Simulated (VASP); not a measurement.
Runs of VASP 6.6.1 on Sn4S. The structure is that of space group Im-3m (No. 229), or close to it. The cells are those of the table. 

| task | cell | k mesh | cutoff (eV) | gap on the mesh (eV) | pressure (GPa) |
| --- | --- | --- | --- | --- | --- |
| single point | a = 5.767 Å, angles 109.5°, 5 atoms | 4 × 4 × 4 | 520 | none | -0.2 |
| single point | a = 5.759 Å, angles 109.5°, 5 atoms | 8 × 8 × 8 | 520 | none | 0.0 |
| relaxation of cell and atoms | relaxed from a = 5.529 Å, angles 109.5°, 5 atoms | 4 × 4 × 4 | 600 | none | 0.0 |
| single point | a = 5.529 Å, angles 109.5°, 5 atoms | 4 × 4 × 4 | 520 | none | (a) |

Alike in all rows: level PBE; potentials or basis VASP PAW PBE potentials, release 64 (Sn_d, S); no spin polarisation; smearing gaussian 0.1 eV.

Task: Estimate the missing entries.

Result: (a) 6.9.

Caveats: spin-orbit coupling is left out, which moves the levels of the heavy elements.

A k mesh can miss the band edges, and the runs leave out spin-orbit coupling on Sn.

A gap of «none» marks levels without a gap at the run's occupations.
